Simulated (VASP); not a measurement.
# Al3Zn2As3Se2 (an interface model) in VASP: single point with PBE

Aim: the single point of Al3Zn2As3Se2 (an interface model) with PBE.

All numbers are computed with VASP 6.6.1; they aren't measurements. Logs are shortened: lines on timing, memory, paths and dates and some standing lists are left out, and cuts for length are marked.

### Step 1. The cell of the first run

The cell holds layers of an interface, 10 atoms: a = 4.050 Å, b = 4.050 Å, c = 16.392 Å, α = 90.00°, β = 90.00°, γ = 120.00°.

### Step 2. Single point, PBE

File INCAR:

```
SYSTEM = Al3Zn2As3Se2
  PREC = Accurate
  ENCUT = 520
  EDIFF = 1E-6
  ISMEAR = 0
  SIGMA = 0.05
  LREAL = .False.
  LASPH = .True.
  NELM = 100
  ALGO = Normal
  ISIF = 2
  LWAVE = .False.
  LCHARG = .False.
  GGA = PE
  NBANDS = 41
```

File KPOINTS:

```
regular mesh
0
Gamma
  9 9 2
  0 0 0
```

File POSCAR:

```
Al3Zn2As3Se2
1.0
    4.0502457815      0.0000000000      0.0000000000
   -2.0251228907      3.5076157383      0.0000000000
    0.0000000000      0.0000000000     16.3917919550
Al As Zn Se
3 3 2 2
Direct
    0.3931211203      0.6068788797      0.1076825194
    0.7109092141      1.2890907859      0.3093609017
    1.0338525775      1.9661474225      0.5111264228
    0.7249698239      1.2750301761      0.1560696079
    1.0426382375      1.9573617625      0.3582019487
    1.3619722211      2.6380277789      0.5660710821
    1.7993665553      3.2006334447      0.6948804942
    2.0729688796      3.9270311204      0.9021338615
    2.1211021853      3.8788978147      0.7553392353
    2.4057658521      4.5942341479      0.9576142187
```

Potentials or basis: VASP PAW PBE potentials, release 64 (Al, As, Zn, Se).

Run with:

```sh
cat potpaw_PBE.64/Al/POTCAR potpaw_PBE.64/As/POTCAR potpaw_PBE.64/Zn/POTCAR potpaw_PBE.64/Se/POTCAR > POTCAR
mpirun -np 1 vasp_std > vasp.out
```

OUTCAR:

```text
SYSTEM = Al3Zn2As3Se2
   PREC = Accurate
   ENCUT = 520
   EDIFF = 1E-6
   ISMEAR = 0
   LREAL = .False.
   LASPH = .True.
   NELM = 100
   ISIF = 2
   GGA = PE

 ion  position               nearest neighbor table
   1  0.393  0.607  0.108-   4 2.46  10 2.46   4 2.47   4 2.47
   2  0.711  0.289  0.309-   5 2.46   5 2.48   5 2.48   4 2.51
   3  0.034  0.966  0.511-   6 2.47   5 2.51   6 2.52   6 2.52
   4  0.725  0.275  0.156-   1 2.46   1 2.47   1 2.47   2 2.51
   5  0.043  0.957  0.358-   2 2.46   2 2.48   2 2.48   3 2.51
   6  0.362  0.638  0.566-   3 2.47   3 2.52   3 2.52   7 2.96   7 2.96
   7  0.799  0.201  0.695-   9 2.47   9 2.58   9 2.58   6 2.96   6 2.96
   8  0.073  0.927  0.902-   9 2.43  10 2.51  10 2.51  10 2.51
   9  0.121  0.879  0.755-   8 2.43   7 2.47   7 2.58   7 2.58
  10  0.406  0.594  0.958-   1 2.46   8 2.51   8 2.51   8 2.51

  LATTYP: Found a hexagonal cell.
 ALAT       =     4.0502457815
 C/A-ratio  =     4.0471104321

  Lattice vectors:

 A1 = (   4.0502457815,   0.0000000000,   0.0000000000)
 A2 = (  -2.0251228907,   3.5076157383,   0.0000000000)
 A3 = (   0.0000000000,   0.0000000000,  16.3917919550)

Analysis of symmetry for initial positions (statically):
=====================================================================
 Subroutine PRICEL returns:
 Original cell was already a primitive cell.

 Routine SETGRP: Setting up the symmetry group for a
 hexagonal supercell.

 Subroutine GETGRP returns: Found  2 space group operations
 (whereof  2 operations were pure point group operations)
 out of a pool of 24 trial point group operations.

The static configuration has the point symmetry C_1h.

Analysis of symmetry for dynamics (positions and initial velocities):
=====================================================================
 Subroutine PRICEL returns:
 Original cell was already a primitive cell.

 Routine SETGRP: Setting up the symmetry group for a
 hexagonal supercell.

 Subroutine GETGRP returns: Found  2 space group operations
 (whereof  2 operations were pure point group operations)
 out of a pool of 24 trial point group operations.

The dynamic configuration has the point symmetry C_1h.

 Subroutine INISYM returns: Found  2 space group operations
 (whereof  2 operations are pure point group operations),
 and found     1 'primitive' translations

----------------------------------------------------------------------------------------

                                     Primitive cell

  volume of cell :     232.8734

  direct lattice vectors                    reciprocal lattice vectors
     4.050245782  0.000000000  0.000000000     0.246898597  0.142546971  0.000000000
    -2.025122891  3.507615738  0.000000000     0.000000000  0.285093943  0.000000000
     0.000000000  0.000000000 16.391791955     0.000000000  0.000000000  0.061006143

  length of vectors
     4.050245782  4.050245781 16.391791955     0.285093943  0.285093943  0.061006143

  position of ions in fractional coordinates (direct lattice)
     0.393121120  0.606878880  0.107682519
     0.710909214  0.289090786  0.309360902
     0.033852577  0.966147423  0.511126423
     0.724969824  0.275030176  0.156069608
     0.042638238  0.957361762  0.358201949
     0.361972221  0.638027779  0.566071082
     0.799366555  0.200633445  0.694880494
     0.072968880  0.927031120  0.902133861
     0.121102185  0.878897815  0.755339235
     0.405765852  0.594234148  0.957614219

  ion indices of the primitive-cell ions
   primitive index   ion index
                 1           1
                 2           2
                 3           3
                 4           4
                 5           5
                 6           6
                 7           7
                 8           8
                 9           9
                10          10

----------------------------------------------------------------------------------------

 KPOINTS: regular mesh

Automatic generation of k-mesh.
 Grid dimensions read from file:
 generate k-points for:    9    9    2

 Generating k-lattice:

  Cartesian coordinates                     Fractional coordinates (reciprocal lattice)
     0.027433177  0.015838552  0.000000000     0.111111111  0.000000000  0.000000000
     0.000000000  0.031677105  0.000000000     0.000000000  0.111111111  0.000000000
     0.000000000  0.000000000  0.030503071     0.000000000  0.000000000  0.500000000

  Length of vectors
     0.031677105  0.031677105  0.030503071

  Shift w.r.t. Gamma in fractional coordinates (k-lattice)
     0.000000000  0.000000000  0.000000000

 Subroutine IBZKPT returns following result:
 ===========================================

 Found     50 irreducible k-points:

 Following reciprocal coordinates:
            Coordinates               Weight
  0.000000  0.000000  0.000000      1.000000
  0.111111  0.000000  0.000000      4.000000
 -0.111111  0.111111  0.000000      2.000000
  0.222222 -0.000000  0.000000      4.000000
 -0.222222  0.222222  0.000000      2.000000
  0.333333  0.000000  0.000000      4.000000
[... 16 lines left out ...]
 -0.222222 -0.444444  0.000000      4.000000
  0.444444  0.333333  0.000000      4.000000
 [... further k-points ...]
   k-points           NKPTS =     50   k-points in BZ     NKDIM =     50   number of bands    NBANDS=     41
   number of dos      NEDOS =    301   number of ions     NIONS =     10
   total plane-waves  NPLWV = 113400
   dimension x,y,z NGX =    30 NGY =   30 NGZ =  126
   dimension x,y,z NGXF=    60 NGYF=   60 NGZF=  252
   ions per type =               3   3   2   2
   NGX,Y,Z   is equivalent  to a cutoff of  12.31, 12.31, 12.78 a.u.
   NGXF,Y,Z  is equivalent  to a cutoff of  24.63, 24.63, 25.56 a.u.
 SYSTEM =  Al3Zn2As3Se2
   PREC   = accura    normal or accurate (medium, high low for compatibility)
   ISTART =      0    job   : 0-new  1-cont  2-samecut
   ICHARG =      2    charge: 1-file 2-atom 10-const
   ISPIN  =      1    spin polarized calculation?
   LNONCOLLINEAR =      F non collinear calculations
   LSORBIT =      F    spin-orbit coupling
   LASPH  =      T    aspherical Exc in radial PAW
   ENCUT  =  520.0 eV  38.22 Ry    6.18 a.u.   7.53  7.53 30.48*2*pi/ulx,y,z
   NELM   =    100;   NELMIN=  2; NELMDL= -5     # of ELM steps
   EDIFF  = 0.1E-05   stopping-criterion for ELM
   LREAL  =      F    real-space projection
   EDIFFG = 0.1E-04   stopping-criterion for IOM
   NSW    =      0    number of steps for IOM
   IBRION =     -1    ionic relax: 0-MD 1-quasi-New 2-CG
   NFREE  =      0    steps in history (QN), initial steepest desc. (CG)
   ISIF   =      2    stress and relaxation
   ISYM   =      2    0-nonsym 1-usesym 2-fastsym
   POTIM  = 0.5000    time-step for ionic-motion
   TEBEG  =    0.0;   TEEND  =   0.0 temperature during run
   PSTRESS=    0.0 pullay stress
   NELECT =      60.0000    total number of electrons
   NUPDOWN=      -1.0000    fix difference up-down
   EMIN   =  10.00;   EMAX   =-10.00  energy-range for DOS
   EFERMI =   0.00;   METHOD = LEGACY
   ISMEAR =     0;   SIGMA  =   0.05  broadening in eV -4-tet -1-fermi 0-gaus
   EFERMI_NEDOS =   21; number of points for ismear=-14 and -15
   IALGO  =     38    algorithm
   IMIX   =      4    mixing-type and parameters
     AMIX     =   0.40;   BMIX     =  1.00
     AMIX_MAG =   1.60;   BMIX_MAG =  1.00
  volume/ion in A,a.u.               =      23.29       157.15
  Fermi-wavevector in a.u.,A,eV,Ry     =   1.041722  1.968570 14.764844  1.085185
  Thomas-Fermi vector in A             =   2.176356
   LORBIT       =      0    0 simple, 1 ext, 2 COOP (PROOUT), +10 PAW based schemes
   GGA     = PE    functional components
   LHFCALC =     F    Hartree Fock is set to
   AEXX    =    0.0000 exact exchange contribution
   IVDW    =     0    specifies the selected vdW correction
   LEPSILON=     F    determine dielectric tensor
   LRPA    =     F    only Hartree local field effects (RPA)
 non-spin polarized calculation
 Gauss-broadening in eV      SIGMA  =   0.05
  energy-cutoff  :      520.00
  volume of cell :      232.87
 maximum number of plane-waves:      6313
 NGX is ok and might be reduce to    30
   NGX = 15   NGY = 15   NGZ = 61

 number of electron      60.0000004 magnetization

 Free energy of the ion-electron system (eV)
  ---------------------------------------------------
  ext. energy  EPLUGINS =         0.00000000
  ---------------------------------------------------
  free energy    TOTEN  =       -39.38429713 eV

  energy without entropy =      -39.38429713  energy(sigma->0) =      -39.38429713

 E-fermi :   3.3969     XC(G=0):  -9.1018

 val. band max:        3.1376098075   @ k =   0.0000   0.0000   0.0000
 cond. band min:       3.9965080216   @ k =   0.0000   0.0000   0.0000
 fundamental gap:      0.8588982141
 Fermi energy:         3.3968686722

 k-point     1 :       0.0000    0.0000    0.0000
  band No.  band energies     occupation
      1     -10.6266      2.00000
      2      -9.9419      2.00000
      3      -8.5955      2.00000
      4      -8.0116      2.00000
      5      -7.4257      2.00000
      6      -4.0598      2.00000
[... 33 lines left out ...]
     40       7.5855      0.00000
     41       7.7223      0.00000

 k-point     2 :       0.1111    0.0000    0.0000
  band No.  band energies     occupation
      1     -10.5684      2.00000
      2      -9.8914      2.00000
      3      -8.4987      2.00000
      4      -7.9219      2.00000
      5      -7.3386      2.00000
      6      -4.0545      2.00000
[... 957 lines left out ...]
     40       8.3182      0.00000
     41       8.6708      0.00000

 k-point    24 :       0.4444    0.3333    0.0000
  band No.  band energies     occupation
      1     -10.0197      2.00000
      2      -9.4453      2.00000
      3      -7.3644      2.00000
      4      -6.9879      2.00000
      5      -6.4645      2.00000
      6      -3.9934      2.00000
[... 33 lines left out ...]
     40       8.4101      0.00000
     41       8.8018      0.00000

 [... further k-points ...]

------------------------ aborting loop because EDIFF is reached ----------------------------------------

  FORCE on cell =-STRESS in cart. coord.  units (eV):
  Direction    XX          YY          ZZ          XY          YZ          ZX
  --------------------------------------------------------------------------------------
  -------------------------------------------------------------------------------------
  Total       -0.3964396     -2.1635736      0.2286223     -1.5303829     -0.8475453      1.4679907
  in kB       -2.7275189    -14.8854657      1.5729297    -10.5290908     -5.8311426     10.0998297
  external PRESSURE =      -5.3466850 kB  Pullay stress =       0.0000000 kB

 VOLUME and BASIS-vectors are now :
 -----------------------------------------------------------------------------
  energy-cutoff  :      520.00
  volume of cell :      232.87
      direct lattice vectors                 reciprocal lattice vectors
     4.050245782  0.000000000  0.000000000     0.246898597  0.142546971  0.000000000
    -2.025122891  3.507615738  0.000000000     0.000000000  0.285093943  0.000000000
     0.000000000  0.000000000 16.391791955     0.000000000  0.000000000  0.061006143

 POSITION                                       TOTAL-FORCE (eV/Angst)
 -----------------------------------------------------------------------------------
      0.36323      2.12870      1.76511         0.000669     -0.000386     -0.010074
      2.29391      1.01402      5.07098        -0.002983      0.001722     -0.010812
     -1.81946      3.38887      8.37828        -0.005084      0.002935      0.008651
      2.37934      0.96470      2.55826        -0.000114      0.000066      0.005021
     -1.76608      3.35806      5.87157         0.003209     -0.001853     -0.000927
      0.17399      2.23796      9.27892         0.005775     -0.003334     -0.003127
      2.83132      0.70375     11.39034        -0.007363      0.004251     -0.010640
     -1.58181      3.25167     14.78759         0.000741     -0.000428      0.002317
     -1.28938      3.08284     12.38136         0.008501     -0.004908     -0.001535
      0.44005      2.08435     15.69701        -0.003350      0.001934      0.021128
 -----------------------------------------------------------------------------------
    total drift:                                0.000681     -0.000394      0.001842

  FREE ENERGIE OF THE ION-ELECTRON SYSTEM (eV)
  ---------------------------------------------------
  free  energy   TOTEN  =       -39.3842971276 eV

  energy  without entropy=      -39.3842971276  energy(sigma->0) =      -39.38429713
```

It took 6.5 min on 1 thread of AMD EPYC 7R13 (Zen 3), shared host; peak memory 0.6 GiB.

What came out:

- Free energy: -39.3843 eV
- Pressure: -0.5 GPa
- Largest force: 0.021 eV/Å
- Band gap on the k mesh: 0.86 eV

Forces in eV/Å, atoms in the order of the input:
```
Al   0.001  0.000 -0.010
Al  -0.003  0.002 -0.011
Al  -0.005  0.003  0.009
As   0.000  0.000  0.005
As   0.003 -0.002 -0.001
As   0.006 -0.003 -0.003
Zn  -0.007  0.004 -0.011
Zn   0.001  0.000  0.002
Se   0.009 -0.005 -0.002
Se  -0.003  0.002  0.021
```

Stress tensor (GPa, compression positive):
```
-0.27 -1.05  1.01
-1.05 -1.49 -0.58
 1.01 -0.58  0.16
```
